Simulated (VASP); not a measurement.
Na2Hg, 3 atoms in the cell. The structure is trigonal, space group P-3m1 (No. 164). Conventional cell: a = 3.594 Å, b = 3.594 Å, c = 8.262 Å, α = 90.00°, β = 90.00°, γ = 120.00°. Na (site symmetry 3m) has 3 Hg at 3.31 Å and 9 Na at 3.59 to 3.72 Å within 4.4 Å. Within 4.4 Å of Hg (site symmetry -3m) lie 6 Na at 3.31 Å and 6 Hg at 3.59 Å. 

```yaml
Program: VASP 6.6.1
Task: relaxation of cell and atoms
Functional: PBE
Potentials_or_basis: VASP PAW PBE potentials, release 64 (Na_pv, Hg)
Cutoff: 600 eV
k_mesh: 12 × 12 × 6
Occupations: gaussian, width 0.1 eV
Spin: no spin polarisation
Dipole_correction: no
Further_INCAR_settings: ALGO = Fast; EDIFF = 1e-06; IBRION = 2; EDIFFG = -0.01; NSW = 100; ISIF = 3
```

Potentials or basis: VASP PAW PBE potentials, release 64 (Na_pv, Hg).

Launch:

```console
$ cat potpaw_PBE.64/Na_pv/POTCAR potpaw_PBE.64/Hg/POTCAR > POTCAR
$ mpirun -np 1 vasp_std > vasp.out
```

Hardware: 1 thread of Oxide Virtual Turin-like Processor, with other jobs on the host.

Task: How long does it take, and how much memory?

Result: Wall time 23 min on 1 thread of Oxide Virtual Turin-like Processor, with other jobs on the host, peak memory 0.35 GiB. Counts: scf iterations 68, k points 100, ion steps 10.
